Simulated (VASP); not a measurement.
A run of VASP 6.6.1:

The input INCAR:

```
SYSTEM = InF
PREC = Accurate
ENCUT = 520
EDIFF = 1E-6
ISMEAR = -1
SIGMA = 0.05
LREAL = .FALSE.
LASPH = .TRUE.
NELM = 80
ALGO = Normal
ISIF = 2
LWAVE = .FALSE.
LCHARG = .FALSE.
GGA = PE
NBANDS = 17
```

Contents of KPOINTS:

```
regular mesh
0
G
  13 13 13
  0 0 0
```

POSCAR

```
InF
1.0
    0.0000000000      3.0342350862      3.0342350862
    3.0342350862      0.0000000000      3.0342350862
    3.0342350862      3.0342350862      0.0000000000
In F
1 1
Direct
    0.0000000000      0.0000000000      0.0000000000
    0.2500000000      0.2500000000      0.2500000000
```

Potentials or basis: VASP PAW PBE potentials, release 64 (In_d, F).

Run with:

```bash
$ cat potpaw_PBE.64/In_d/POTCAR potpaw_PBE.64/F/POTCAR > POTCAR
$ mpirun -np 1 vasp_std > vasp.out
```

Hardware: 1 thread of AMD EPYC 7R43 64-Core Processor (Zen 3) (shared host).

Question: Estimate the wall time of this run.

Answer: It took 82 s on 1 thread of AMD EPYC 7R43 64-Core Processor (Zen 3) (shared host), peak memory 0.19 GiB. Counts: scf iterations 14, k points 84.
